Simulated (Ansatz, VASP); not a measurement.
# HfSnO4: VASP beside Ansatz

```
Sn Hf O
1.0
     3.56429    0.00000    0.00000
     0.00000    3.56429    0.00000
     0.00000    0.00000    5.33823
Sn Hf O
1 1 4
Direct
  0.50000 0.50000 0.50000
  0.00000 0.00000 0.00000
  0.50000 0.00000 0.68437
  0.00000 0.50000 0.81805
  0.00000 0.50000 0.31563
  0.50000 0.00000 0.18195
```

Alike in both runs: task single point; functional r2SCAN; k mesh 8 × 8 × 6; no spin polarisation.

```csv
,VASP,Ansatz
version,VASP 6.6.1,Ansatz 0.2.0
potentials or method,"VASP PAW PBE potentials, release 64 (Sn_d, Hf_pv, O)","plane waves, PAW"
plane-wave cutoff (eV),520,500
occupations,"gaussian, width 0.01 eV",fixed
valence electrons in the cell,48,64
```

VASP gave:

| Quantity | Value |
| --- | --- |
| gap on the k mesh at the Fermi level (eV) | 2.58 |
| pressure (GPa) | -1.1 |
| rms of the force components (eV/Å) | 0.075 |

Problem. Estimate Ansatz's values.

Solution. gap on the k mesh at the Fermi level (eV): 2.58; pressure (GPa): 0.0; rms of the force components (eV/Å): 0.000.

VASP's potentials were made for PBE, not for r2SCAN. Atom by atom the forces differ by 0.075 eV/Å (rms over components). VASP's potentials hold 48 valence electrons a cell and Ansatz's 64, so a difference there can come from the potentials and not from the codes.

Spin-orbit coupling is off throughout.
